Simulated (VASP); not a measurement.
A run of VASP 6.6.1:

INCAR

```
SYSTEM = Si
PREC = Accurate
ENCUT = 520
EDIFF = 1E-7
ISMEAR = 0
SIGMA = 0.05
LREAL = .False.
LASPH = .True.
NELM = 60
ALGO = Normal
ISIF = 2
LWAVE = .False.
LCHARG = .False.
GGA = PE
NBANDS = 31
```

File KPOINTS:

```
regular mesh
0
Gamma
  1 1 23
  0 0 0
```

POSCAR

```
Si
1.0
   23.5000000000      0.0000000000      0.0000000000
    0.0000000000      9.8000000000      0.0000000000
    0.0000000000      0.0000000000      3.8688113044
Si
10
Direct
    0.2386143433      0.4769415615      0.5000000000
    0.3811883379      0.4769415615      0.0000000000
    0.5237623324      0.4769415615      0.5000000000
    0.6663363270      0.4769415615      0.0000000000
    0.8089103215      0.4769415615      0.5000000000
    0.1910896785      0.5230584385      0.0000000000
    0.3336636730      0.5230584385      0.5000000000
    0.4762376676      0.5230584385      0.0000000000
    0.6188116621      0.5230584385      0.5000000000
    0.7613856567      0.5230584385      0.0000000000
```

Potentials or basis: VASP PAW PBE potentials, release 64 (Si).

Launch:

```console
$ cat potpaw_PBE.64/Si/POTCAR > POTCAR
$ mpirun -np 1 vasp_std > vasp.out
```

Hardware: 1 thread of Intel(R) Xeon(R) Platinum 8488C (Sapphire Rapids), on a shared host.

Problem. Estimate the wall time of this run.

Solution. It took 12 min on 1 thread of Intel(R) Xeon(R) Platinum 8488C (Sapphire Rapids), on a shared host, peak memory 0.9 GiB. Counts: scf iterations 25, k points 12.
